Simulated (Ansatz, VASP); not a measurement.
Sb in VASP and in Ansatz

```
Sb
1.0
    -1.69828    1.69828    2.33708
     1.69828   -1.69828    2.33708
     1.69828    1.69828   -2.33708
Sb
1
Direct
  0.00000 0.00000 0.00000
```

Alike in both runs: task single point; functional PBE; k mesh 24 × 24 × 24; occupations gaussian, width 0.15 eV; no spin polarisation.

|  | VASP | Ansatz |
| --- | --- | --- |
| version | VASP 6.6.1 | Ansatz 0.2.0 |
| potentials or method | VASP PAW PBE potentials, release 64 (Sb), cutoff 520 eV | scalar-relativistic, plane waves, PAW |
| valence electrons in the cell | 5 | 15 |

VASP gave:

| Property | Result |
| --- | --- |
| gap on the k mesh at the Fermi level (eV) | none |
| pressure (GPa) | 1.0 |
| traceless stress, the component that is largest in VASP (GPa) | -0.29 |

Task: What did Ansatz give for the same quantities?

Result: gap on the k mesh at the Fermi level (eV): none; pressure (GPa): 1.2; traceless stress, the component that is largest in VASP (GPa): -0.29.

A gap of «none» marks a metal or a gap that the smearing closes. VASP's potentials hold 5 valence electrons a cell and Ansatz's 15, so a difference there can come from the potentials and not from the codes.

Spin-orbit coupling is off throughout.
